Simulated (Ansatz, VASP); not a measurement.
# GaSb: VASP beside Ansatz

```xyz
2
Lattice="0.0000 3.0686 3.0686 3.0686 0.0000 3.0686 3.0686 3.0686 0.0000" Properties=species:S:1:pos:R:3 pbc="T T T"
Ga    0.0000    0.0000    0.0000
Sb    1.5343    1.5343    1.5343
```

Alike in both runs: task relaxation of cell and atoms; functional r2SCAN; k mesh 8 × 8 × 8; no spin polarisation.

|  | VASP | Ansatz |
| --- | --- | --- |
| version | VASP 6.6.1 | Ansatz 0.2.0 |
| potentials or method | VASP PAW PBE potentials, release 64 (Ga_d, Sb), cutoff 550 eV | plane-wave PAW DFT |
| occupations | gaussian, width 0.01 eV | fixed |
| valence electrons in the cell | 18 | 28 |

Ansatz gave:

```
relaxed volume (Å³/atom)                                     : 28.83
relaxed cell length with the largest relative difference (Å) : 4.336
```

Q: Estimate VASP's values.

A: Relaxed volume (Å³/atom): 28.85; relaxed cell length with the largest relative difference (Å): 4.338.

VASP's potentials were made for PBE, not for r2SCAN. VASP's potentials hold 18 valence electrons a cell and Ansatz's 28, so a difference there can come from the potentials and not from the codes.

Spin-orbit coupling is off throughout.
